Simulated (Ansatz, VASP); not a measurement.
# Al in VASP and in Ansatz

```
CELL_PARAMETERS angstrom
2.85492 0.00000 0.00000
-1.42746 2.47243 0.00000
0.00000 0.00000 4.71852
ATOMIC_POSITIONS crystal
Al 0.33333 0.66667 0.25000
Al 0.66667 0.33333 0.75000
```

Change from the starting cell: volume scaled by 1, norm-conserving files.

Alike in both runs: task single point; functional PBE; k mesh 15 × 15 × 8; occupations fermi-dirac, width 0.08 eV; no spin polarisation.

|  | VASP | Ansatz |
| --- | --- | --- |
| version | VASP 6.6.1 | Ansatz 0.2.0 |
| potentials or method | VASP PAW PBE potentials, release 64 (Al) | norm-conserving pseudopotentials, scalar-relativistic |
| plane-wave cutoff (eV) | 520 | 544 |
| valence electrons in the cell | 6 | 6 |

|  | VASP | Ansatz | Ansatz less VASP |
| --- | --- | --- | --- |
| pressure (GPa) | 0.0 | 0.0 | +0.06 |
